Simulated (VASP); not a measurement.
# BaTiO3 (Pm-3m) in VASP: a series of runs

BaTiO3 is run at these levels: PBEsol; tasks: single point.

All numbers are computed with VASP 6.6.1; they aren't measurements. Logs are shortened: lines on timing, memory, paths and dates and some standing lists are left out, and cuts for length are marked.

## 1. The cell of the first run

Symmetry: Pm-3m, No. 221, cubic system. The conventional cell has a = 3.933 Å, b = 3.933 Å, c = 3.933 Å, α = 90.00°, β = 90.00°, γ = 90.00°. Ba (site symmetry m-3m) has 12 O at 2.78 Å and 8 Ti at 3.41 Å within 3.7 Å. Ti (site symmetry m-3m) has 6 O at 1.97 Å within 2.6 Å. Within 2.6 Å of O (site symmetry 4/mmm) lie 2 Ti at 1.97 Å.

## 2. Single point, PBEsol

The input, INCAR:

```
SYSTEM = BaTiO3
  PREC = Accurate
  ENCUT = 1340
  EDIFF = 1E-6
  ISMEAR = 0
  SIGMA = 0.01
  LREAL = .FALSE.
  LASPH = .TRUE.
  NELM = 120
  ALGO = Normal
  ISIF = 2
  LWAVE = .FALSE.
  LCHARG = .TRUE.
  GGA = PS
  LELF = .TRUE.
  LVHAR = .TRUE.
  NBANDS = 28
  GGA_COMPAT = .FALSE.
```

The input, KPOINTS:

```
Automatic mesh
0
G
  4 4 4
  0 0 0
```

The input, POSCAR:

```
BaTiO3
1.0
    3.9334772262      0.0000000000      0.0000000000
    0.0000000000      3.9334772262      0.0000000000
    0.0000000000      0.0000000000      3.9334772262
Ba Ti O
1 1 3
Direct
    0.5000000000      0.5000000000      0.5000000000
    0.0000000000      0.0000000000      0.0000000000
    0.5000000000      0.0000000000      0.0000000000
    0.0000000000      0.5000000000      0.0000000000
    0.0000000000      0.0000000000      0.5000000000
```

Potentials or basis: VASP PAW PBE potentials, release 64 (Ba_sv, Ti_sv, O_h).

The run is started by

```bash
$ cat potpaw_PBE.64/Ba_sv/POTCAR potpaw_PBE.64/Ti_sv/POTCAR potpaw_PBE.64/O_h/POTCAR > POTCAR
$ mpirun -np 1 vasp_std > vasp.out
```

OUTCAR:

```text
SYSTEM = BaTiO3
   PREC = Accurate
   ENCUT = 1340
   EDIFF = 1E-6
   ISMEAR = 0
   LREAL = .FALSE.
   LASPH = .TRUE.
   NELM = 120
   ISIF = 2
   GGA = PS

 ion  position               nearest neighbor table
   1  0.500  0.500  0.500-   3 2.78   4 2.78   5 2.78   3 2.78   4 2.78   3 2.78   5 2.78   3 2.78
                             4 2.78   5 2.78   4 2.78   5 2.78   2 3.41   2 3.41   2 3.41   2 3.41
   2  0.000  0.000  0.000-   3 1.97   4 1.97   5 1.97   5 1.97   4 1.97   3 1.97   1 3.41   1 3.41
                             1 3.41   1 3.41   1 3.41   1 3.41   1 3.41   1 3.41
   3  0.500  0.000  0.000-   2 1.97   2 1.97   1 2.78   1 2.78   1 2.78   1 2.78
   4  0.000  0.500  0.000-   2 1.97   2 1.97   1 2.78   1 2.78   1 2.78   1 2.78
   5  0.000  0.000  0.500-   2 1.97   2 1.97   1 2.78   1 2.78   1 2.78   1 2.78

  LATTYP: Found a simple cubic cell.
 ALAT       =     3.9334772262

  Lattice vectors:

 A1 = (   3.9334772262,   0.0000000000,   0.0000000000)
 A2 = (   0.0000000000,   3.9334772262,   0.0000000000)
 A3 = (   0.0000000000,   0.0000000000,   3.9334772262)

Analysis of symmetry for initial positions (statically):
=====================================================================
 Subroutine PRICEL returns:
 Original cell was already a primitive cell.

 Routine SETGRP: Setting up the symmetry group for a
 simple cubic supercell.

 Subroutine GETGRP returns: Found 48 space group operations
 (whereof 48 operations were pure point group operations)
 out of a pool of 48 trial point group operations.

The static configuration has the point symmetry O_h .

Analysis of symmetry for dynamics (positions and initial velocities):
=====================================================================
 Subroutine PRICEL returns:
 Original cell was already a primitive cell.

 Routine SETGRP: Setting up the symmetry group for a
 simple cubic supercell.

 Subroutine GETGRP returns: Found 48 space group operations
 (whereof 48 operations were pure point group operations)
 out of a pool of 48 trial point group operations.

The dynamic configuration has the point symmetry O_h .

 Subroutine INISYM returns: Found 48 space group operations
 (whereof 48 operations are pure point group operations),
 and found     1 'primitive' translations

----------------------------------------------------------------------------------------

                                     Primitive cell

  volume of cell :      60.8597

  direct lattice vectors                    reciprocal lattice vectors
     3.933477226  0.000000000  0.000000000     0.254227988  0.000000000  0.000000000
     0.000000000  3.933477226  0.000000000     0.000000000  0.254227988  0.000000000
     0.000000000  0.000000000  3.933477226     0.000000000  0.000000000  0.254227988

  length of vectors
     3.933477226  3.933477226  3.933477226     0.254227988  0.254227988  0.254227988

  position of ions in fractional coordinates (direct lattice)
     0.500000000  0.500000000  0.500000000
     0.000000000  0.000000000  0.000000000
     0.500000000  0.000000000  0.000000000
     0.000000000  0.500000000  0.000000000
     0.000000000  0.000000000  0.500000000

  ion indices of the primitive-cell ions
   primitive index   ion index
                 1           1
                 2           2
                 3           3
                 4           4
                 5           5

----------------------------------------------------------------------------------------

 KPOINTS: Automatic mesh

Automatic generation of k-mesh.
 Grid dimensions read from file:
 generate k-points for:    4    4    4

 Generating k-lattice:

  Cartesian coordinates                     Fractional coordinates (reciprocal lattice)
     0.063556997  0.000000000  0.000000000     0.250000000  0.000000000  0.000000000
     0.000000000  0.063556997  0.000000000     0.000000000  0.250000000  0.000000000
     0.000000000  0.000000000  0.063556997     0.000000000  0.000000000  0.250000000

  Length of vectors
     0.063556997  0.063556997  0.063556997

  Shift w.r.t. Gamma in fractional coordinates (k-lattice)
     0.000000000  0.000000000  0.000000000

 Subroutine IBZKPT returns following result:
 ===========================================

 Found     10 irreducible k-points:

 Following reciprocal coordinates:
            Coordinates               Weight
  0.000000  0.000000  0.000000      1.000000
  0.250000  0.000000  0.000000      6.000000
  0.500000  0.000000  0.000000      3.000000
  0.250000  0.250000  0.000000     12.000000
  0.500000  0.250000  0.000000     12.000000
  0.500000  0.500000  0.000000      3.000000
  0.250000  0.250000  0.250000      8.000000
  0.500000  0.250000  0.250000     12.000000
  0.500000  0.500000  0.250000      6.000000
  0.500000  0.500000  0.500000      1.000000
   k-points           NKPTS =     10   k-points in BZ     NKDIM =     10   number of bands    NBANDS=     28
   number of dos      NEDOS =    301   number of ions     NIONS =      5
   total plane-waves  NPLWV = 110592
   dimension x,y,z NGX =    48 NGY =   48 NGZ =   48
   dimension x,y,z NGXF=    96 NGYF=   96 NGZF=   96
   ions per type =               1   1   3
   NGX,Y,Z   is equivalent  to a cutoff of  20.29, 20.29, 20.29 a.u.
   NGXF,Y,Z  is equivalent  to a cutoff of  40.57, 40.57, 40.57 a.u.
 SYSTEM =  BaTiO3
   PREC   = accura    normal or accurate (medium, high low for compatibility)
   ISTART =      0    job   : 0-new  1-cont  2-samecut
   ICHARG =      2    charge: 1-file 2-atom 10-const
   ISPIN  =      1    spin polarized calculation?
   LNONCOLLINEAR =      F non collinear calculations
   LSORBIT =      F    spin-orbit coupling
   LASPH  =      T    aspherical Exc in radial PAW
   ENCUT  = 1340.0 eV  98.49 Ry    9.92 a.u.  11.74 11.74 11.74*2*pi/ulx,y,z
   NELM   =    120;   NELMIN=  2; NELMDL= -5     # of ELM steps
   EDIFF  = 0.1E-05   stopping-criterion for ELM
   LREAL  =      F    real-space projection
[... 7 lines left out ...]
   TEBEG  =    0.0;   TEEND  =   0.0 temperature during run
   PSTRESS=    0.0 pullay stress
   NELECT =      40.0000    total number of electrons
   NUPDOWN=      -1.0000    fix difference up-down
   EMIN   =  10.00;   EMAX   =-10.00  energy-range for DOS
   EFERMI =   0.00;   METHOD = LEGACY
   ISMEAR =     0;   SIGMA  =   0.01  broadening in eV -4-tet -1-fermi 0-gaus
   EFERMI_NEDOS =   21; number of points for ismear=-14 and -15
   IALGO  =     38    algorithm
   IMIX   =      4    mixing-type and parameters
     AMIX     =   0.40;   BMIX     =  1.00
     AMIX_MAG =   1.60;   BMIX_MAG =  1.00
  volume/ion in A,a.u.               =      12.17        82.14
  Fermi-wavevector in a.u.,A,eV,Ry     =   1.423371  2.689782 27.565209  2.025986
  Thomas-Fermi vector in A             =   2.543976
   LORBIT       =      0    0 simple, 1 ext, 2 COOP (PROOUT), +10 PAW based schemes
   GGA     = PS    functional components
   LHFCALC =     F    Hartree Fock is set to
   AEXX    =    0.0000 exact exchange contribution
   IVDW    =     0    specifies the selected vdW correction
   LEPSILON=     F    determine dielectric tensor
   LRPA    =     F    only Hartree local field effects (RPA)
 non-spin polarized calculation
 Gauss-broadening in eV      SIGMA  =   0.01
  energy-cutoff  :     1340.00
  volume of cell :       60.86
 maximum number of plane-waves:      6816
 NGX is ok and might be reduce to    48
   NGX = 23   NGY = 23   NGZ = 23

 number of electron      40.0000004 magnetization

 Free energy of the ion-electron system (eV)
  ---------------------------------------------------
  ext. energy  EPLUGINS =         0.00000000
  ---------------------------------------------------
  free energy    TOTEN  =       -41.93066490 eV

  energy without entropy =      -41.93066490  energy(sigma->0) =      -41.93066490

 E-fermi :   4.5466     XC(G=0): -11.7994

 val. band max:        4.4840218636   @ k =   0.5000   0.5000   0.5000
 cond. band min:       6.2654442230   @ k =   0.0000   0.0000   0.0000
 fundamental gap:      1.7814223594
 Fermi energy:         4.5465893160

 k-point     1 :       0.0000    0.0000    0.0000
  band No.  band energies     occupation
      1     -51.6862      2.00000
      2     -28.0410      2.00000
      3     -28.0410      2.00000
      4     -28.0410      2.00000
      5     -20.1692      2.00000
      6     -12.4417      2.00000
[... 20 lines left out ...]
     27       9.4576      0.00000
     28      12.2638      0.00000

 k-point     2 :       0.2500    0.0000    0.0000
  band No.  band energies     occupation
      1     -51.6855      2.00000
      2     -28.0761      2.00000
      3     -28.0396      2.00000
      4     -28.0396      2.00000
      5     -20.0888      2.00000
      6     -12.5693      2.00000
[... 20 lines left out ...]
     27      10.6827      0.00000
     28      13.0552      0.00000

 k-point     3 :       0.5000    0.0000    0.0000
  band No.  band energies     occupation
      1     -51.6849      2.00000
      2     -28.1107      2.00000
      3     -28.0382      2.00000
      4     -28.0382      2.00000
      5     -20.0052      2.00000
      6     -12.7911      2.00000
[... 20 lines left out ...]
     27      12.2803      0.00000
     28      12.8332      0.00000

 k-point     4 :       0.2500    0.2500    0.0000
  band No.  band energies     occupation
      1     -51.6849      2.00000
      2     -28.0748      2.00000
      3     -28.0734      2.00000
      4     -28.0383      2.00000
      5     -20.0236      2.00000
      6     -12.4595      2.00000
[... 20 lines left out ...]
     27      11.8466      0.00000
     28      13.3950      0.00000

 k-point     5 :       0.5000    0.2500    0.0000
  band No.  band energies     occupation
      1     -51.6842      2.00000
      2     -28.1081      2.00000
      3     -28.0721      2.00000
      4     -28.0369      2.00000
      5     -19.9564      2.00000
      6     -12.4914      2.00000
[... 20 lines left out ...]
     27      13.3764      0.00000
     28      13.4964      0.00000

 k-point     6 :       0.5000    0.5000    0.0000
  band No.  band energies     occupation
      1     -51.6835      2.00000
      2     -28.1056      2.00000
      3     -28.1056      2.00000
      4     -28.0356      2.00000
      5     -19.9062      2.00000
      6     -12.1230      2.00000
[... 20 lines left out ...]
     27      12.9309      0.00000
     28      14.7436      0.00000

 k-point     7 :       0.2500    0.2500    0.2500
  band No.  band energies     occupation
      1     -51.6842      2.00000
      2     -28.0733      2.00000
      3     -28.0718      2.00000
      4     -28.0718      2.00000
      5     -19.9678      2.00000
      6     -12.2610      2.00000
[... 20 lines left out ...]
     27      12.0841      0.00000
     28      12.8963      0.00000

 k-point     8 :       0.5000    0.2500    0.2500
  band No.  band energies     occupation
      1     -51.6835      2.00000
      2     -28.1059      2.00000
      3     -28.0708      2.00000
      4     -28.0702      2.00000
      5     -19.9104      2.00000
      6     -12.1847      2.00000
[... 20 lines left out ...]
     27      12.9989      0.00000
     28      13.0163      0.00000

 k-point     9 :       0.5000    0.5000    0.2500
  band No.  band energies     occupation
      1     -51.6828      2.00000
      2     -28.1038      2.00000
      3     -28.1038      2.00000
      4     -28.0690      2.00000
      5     -19.8633      2.00000
      6     -11.8036      2.00000
[... 20 lines left out ...]
     27      12.7990      0.00000
     28      12.7990      0.00000

 k-point    10 :       0.5000    0.5000    0.5000
  band No.  band energies     occupation
      1     -51.6821      2.00000
      2     -28.1020      2.00000
      3     -28.1020      2.00000
      4     -28.1020      2.00000
      5     -19.8196      2.00000
      6     -11.4550      2.00000
[... 20 lines left out ...]
     27      12.7771      0.00000
     28      12.7771      0.00000

------------------------ aborting loop because EDIFF is reached ----------------------------------------

  FORCE on cell =-STRESS in cart. coord.  units (eV):
  Direction    XX          YY          ZZ          XY          YZ          ZX
  --------------------------------------------------------------------------------------
  -------------------------------------------------------------------------------------
  Total        2.8245965      2.8245965      2.8245965     -0.0000000     -0.0000000     -0.0000000
  in kB       74.3596069     74.3596069     74.3596069     -0.0000000     -0.0000000     -0.0000000
  external PRESSURE =      74.3596069 kB  Pullay stress =       0.0000000 kB

 VOLUME and BASIS-vectors are now :
 -----------------------------------------------------------------------------
  energy-cutoff  :     1340.00
  volume of cell :       60.86
      direct lattice vectors                 reciprocal lattice vectors
     3.933477226  0.000000000  0.000000000     0.254227988  0.000000000  0.000000000
     0.000000000  3.933477226  0.000000000     0.000000000  0.254227988  0.000000000
     0.000000000  0.000000000  3.933477226     0.000000000  0.000000000  0.254227988

 POSITION                                       TOTAL-FORCE (eV/Angst)
 -----------------------------------------------------------------------------------
      1.96674      1.96674      1.96674         0.000000      0.000000      0.000000
      0.00000      0.00000      0.00000         0.000000      0.000000      0.000000
      1.96674      0.00000      0.00000         0.000000      0.000000      0.000000
      0.00000      1.96674      0.00000         0.000000      0.000000      0.000000
      0.00000      0.00000      1.96674         0.000000      0.000000      0.000000
 -----------------------------------------------------------------------------------
    total drift:                                0.000000      0.000000      0.000000

  FREE ENERGIE OF THE ION-ELECTRON SYSTEM (eV)
  ---------------------------------------------------
  free  energy   TOTEN  =       -41.9306649026 eV

  energy  without entropy=      -41.9306649026  energy(sigma->0) =      -41.93066490
```

Wall time 85 s (1 thread of AMD EPYC 7R43 (Zen 3), shared host); peak memory 0.32 GiB.

Results:

| Quantity | Value |
| --- | --- |
| Free energy | -41.9307 eV |
| Pressure | 7.4 GPa |
| Band gap on the k mesh | 1.78 eV (least direct gap 1.87 eV) |

Caveat: the cell stands under pressure; the PAW data sets were made with another functional, which shifts forces and pressure a little; spin-orbit coupling is left out, which moves the levels of the heavy elements.

## 3. Single point, PBEsol

This run uses another cell than the first one, of 13.89 Å³/atom.

Changes to INCAR since step 2:

```diff
@@ -12,6 +12,4 @@
   LWAVE = .FALSE.
-  LCHARG = .TRUE.
+  LCHARG = .FALSE.
   GGA = PS
-  LELF = .TRUE.
-  LVHAR = .TRUE.
   NBANDS = 28
```

The input, KPOINTS:

```
regular mesh
0
G
  4 4 4
  0 0 0
```

Changes to POSCAR since step 2:

```diff
@@ -2,5 +2,5 @@
 1.0
-    3.9334772262      0.0000000000      0.0000000000
-    0.0000000000      3.9334772262      0.0000000000
-    0.0000000000      0.0000000000      3.9334772262
+    4.1100981854      0.0000000000      0.0000000000
+    0.0000000000      4.1100981854      0.0000000000
+    0.0000000000      0.0000000000      4.1100981854
 Ba Ti O
```

Potentials or basis: VASP PAW PBE potentials, release 64 (Ba_sv, Ti_sv, O_h).

The run is started by

```bash
$ cat potpaw_PBE.64/Ba_sv/POTCAR potpaw_PBE.64/Ti_sv/POTCAR potpaw_PBE.64/O_h/POTCAR > POTCAR
$ mpirun -np 1 vasp_std > vasp.out
```

It took 70 s on 1 thread of Intel Xeon Platinum 8488C (Sapphire Rapids), shared host; peak memory 0.4 GiB.

It converged, with:

```yaml
Free_energy: -41.7088 eV
Pressure: -13.6 GPa
Band_gap_on_the_k_mesh: 1.53 eV (least direct gap 1.74 eV)
```

Levels at points of the mesh, in eV from the valence-band top:
| k point | band 17 | band 18 | band 19 | band 20 | band 21 | band 22 | band 23 | band 24 |
| --- | --- | --- | --- | --- | --- | --- | --- | --- |
| (0.00, 0.00, 0.00) | -0.99 | -0.21 | -0.21 | -0.21 | 1.53 | 1.53 | 1.53 | 3.40 |
| (0.50, 0.00, 0.00) | -1.76 | -1.74 | -0.71 | -0.71 | 1.67 | 3.09 | 3.09 | 3.40 |
| (0.50, 0.50, 0.00) | -1.76 | -0.91 | -0.91 | -0.08 | 3.10 | 3.10 | 3.47 | 4.14 |
| (0.50, 0.50, 0.50) | -2.43 | 0.00 | 0.00 | 0.00 | 3.68 | 3.68 | 3.68 | 6.29 |

Caveat: the cell stands under tension; the PAW data sets were made with another functional, which shifts forces and pressure a little; spin-orbit coupling is left out, which moves the levels of the heavy elements. A hybrid or GW would open this gap; PBEsol tends to underestimate it.

(Part 1 of 2 ends here.)
